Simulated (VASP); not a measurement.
CaAs2Pd2, 5 atoms in the cell. Symmetry: I4/mmm, No. 139, tetragonal system. The conventional cell has a = 4.161 Å, b = 4.161 Å, c = 9.874 Å, α = 90.00°, β = 90.00°, γ = 90.00°. Ca (site symmetry 4/mmm) has 10 As at 3.17 to 3.75 Å and 8 Pd at 3.23 Å and 4 Ca at 4.16 Å within 4.2 Å. Within 3.2 Å of As (site symmetry 4mm) lie 1 As at 2.37 Å and 4 Pd at 2.44 Å and 4 Ca at 3.17 Å. Pd (site symmetry -4m2) has 4 As at 2.44 Å and 4 Pd at 2.94 Å and 4 Ca at 3.23 Å within 3.3 Å. 

```yaml
Program: VASP 6.6.1
Task: single point
Functional: PBEsol
Potentials_or_basis: VASP PAW PBE potentials, release 64 (Ca_sv, As, Pd)
Cutoff: 520 eV
k_mesh: 9 × 9 × 9
Occupations: fermi-dirac, width 0.1 eV
Spin: no spin polarisation
Dipole_correction: no
Further_INCAR_settings: ALGO = Normal; EDIFF = 1e-06; NBANDS = 28
```

Potentials or basis: VASP PAW PBE potentials, release 64 (Ca_sv, As, Pd).

Launch:

```console
$ cat potpaw_PBE.64/Ca_sv/POTCAR potpaw_PBE.64/As/POTCAR potpaw_PBE.64/Pd/POTCAR > POTCAR
$ mpirun -np 1 vasp_std > vasp.out
```

Hardware: 1 thread of Intel Xeon 8259CL (shared host).

Estimate the wall time of this run.

It took 16 min on 1 thread of Intel Xeon 8259CL (shared host), peak memory 0.44 GiB. Counts: scf iterations 13, k points 75.
